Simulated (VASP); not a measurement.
# CdSi2: single point with PBE

CdSi2:

```
CELL_PARAMETERS angstrom
-3.22408 3.22408 2.84172
3.22408 -3.22408 2.84172
3.22408 3.22408 -2.84172
ATOMIC_POSITIONS crystal
Cd 0.25000 0.25000 0.00000
Cd 0.75000 0.75000 0.00000
Si 0.63144 0.13144 0.76289
Si 0.13144 0.36856 0.50000
Si 0.36856 0.86856 0.23711
Si 0.86856 0.63144 0.50000
```

The cell was built from a structure type or drawn by symmetry, and may not be a known phase.

```
Program             : VASP 6.6.1
Task                : single point
Functional          : PBE
Potentials or basis : VASP PAW PBE potentials, release 64 (Cd, Si)
Cutoff              : 520 eV
k mesh              : 10 × 10 × 10
Occupations         : gaussian, width 0.1 eV
Spin                : no spin polarisation
```

* Pressure: 0.2 GPa
* Largest force: 0.017 eV/Å
* Band gap on the k mesh: zero (bands 20 and 21 overlap by 2.47 eV)

Forces in eV/Å, atoms in the order of the input:
```
Cd   0.000  0.000  0.000
Cd   0.000  0.000  0.000
Si  -0.012 -0.012  0.000
Si   0.012 -0.012  0.000
Si   0.012  0.012  0.000
Si  -0.012  0.012  0.000
```

Levels at points of the mesh, in eV from the Fermi level:
```
           k point  band 17  band 18  band 19  band 20  band 21  band 22  band 23  band 24
(0.00, 0.00, 0.00)    -2.58    -2.39    -2.35    -2.35    -1.85    -1.85    -0.09     2.58
(0.50, 0.00, 0.00)    -1.54    -1.54    -0.41    -0.41     0.47     0.47     2.51     2.51
(0.50, 0.50, 0.00)    -2.61    -2.02    -1.95    -1.34     0.06     1.76     2.46     2.59
(0.50, 0.50, 0.50)    -1.47    -0.62     0.14     0.14     1.12     1.12     2.10     2.49
```

It took 8.7 min on 1 thread of Intel Xeon 8259CL (shared host), peak memory 0.43 GiB.
